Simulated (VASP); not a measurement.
A run of VASP 6.6.1 is set up as follows.

File INCAR:

```
SYSTEM = BN
PREC = Accurate
ENCUT = 520
EDIFF = 1E-6
ISMEAR = 0
SIGMA = 0.05
LREAL = .FALSE.
LASPH = .TRUE.
NELM = 100
ALGO = Normal
ISIF = 2
LWAVE = .FALSE.
LCHARG = .TRUE.
GGA = PE
LELF = .TRUE.
LVHAR = .TRUE.
NBANDS = 16
```

KPOINTS

```
Automatic mesh
0
G
  12 12 6
  0 0 0
```

POSCAR

```
BN
1.0
    2.5539396017      0.0000000000      0.0000000000
   -1.2769698009      2.2117765748      0.0000000000
    0.0000000000      0.0000000000      4.5650034000
B N
2 2
Direct
    0.6666666667      0.3333333333      0.9997240000
    0.3333333333      0.6666666667      0.4997240000
    0.6666666667      0.3333333333      0.6252760000
    0.3333333333      0.6666666667      0.1252760000
```

Potentials or basis: VASP PAW PBE potentials, release 64 (B, N).

The run is started by

```sh
$ cat potpaw_PBE.64/B/POTCAR potpaw_PBE.64/N/POTCAR > POTCAR
$ mpirun -np 1 vasp_std > vasp.out
```

(1) Predict the largest force.

(2) Predict the pressure.

(3) Predict the band gap on the k mesh.

Answers

(1) 0.544 eV/Å.

(2) -22.4 GPa.

(3) 5.03 eV, indirect (least direct gap 5.63 eV).

Caveat: the cell differs from its parent crystal (strain +0.000 along x and y, +0.080 along z).
